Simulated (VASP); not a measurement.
Wanted: the native input for a VASP 6.6.1 run.

- Task: single point
- Functional: PBEsol
- Potentials or basis: VASP PAW PBE potentials, release 64 (Sr_sv)
- Cutoff: 520 eV
- k mesh: 11 × 11 × 11
- Occupations: fermi-dirac, width 0.08 eV
- Spin: no spin polarisation
- Dipole correction: no
- Further INCAR settings: ALGO = Normal; EDIFF = 1e-06; NBANDS = 11

The structure of Sr lies in POSCAR:

```
Sr
1.0
   -2.2998998881      2.2998998881      2.2998998881
    2.2998998881     -2.2998998881      2.2998998881
    2.2998998881      2.2998998881     -2.2998998881
Sr
1
Direct
    0.0000000000      0.0000000000      0.0000000000
```

This cell differs from its parent crystal: volume scaled by 0.95.

These files were run (other wordings do the same):

INCAR

```
ALGO = Normal
EDIFF = 1E-6
ENCUT = 520
GGA = PS
ISIF = 2
ISMEAR = -1
LASPH = T
LCHARG = T
LELF = T
LREAL = F
LVHAR = T
LWAVE = F
NBANDS = 11
NELM = 100
PREC = Accurate
SIGMA = 0.08
```

KPOINTS

```
k-points
0
Gamma
  11 11 11
```

Potentials or basis: VASP PAW PBE potentials, release 64 (Sr_sv).

The run is started by

```bash
$ cat potpaw_PBE.64/Sr_sv/POTCAR > POTCAR
$ mpirun -np 1 vasp_std > vasp.out
```

Results of the run:

```json
{
  "Pressure": "0.7 GPa",
  "Band gap on the k mesh": "zero (band 5 reaches 2.28 eV, above the bottom of band 6 at 1.67 eV)"
}
```

Caveat: the PAW data sets were made with another functional, which shifts forces and pressure a little.

It took 12 s on 1 thread of Intel(R) Xeon(R) 6975P-C (Granite Rapids), with other jobs on the host, peak memory 0.18 GiB.
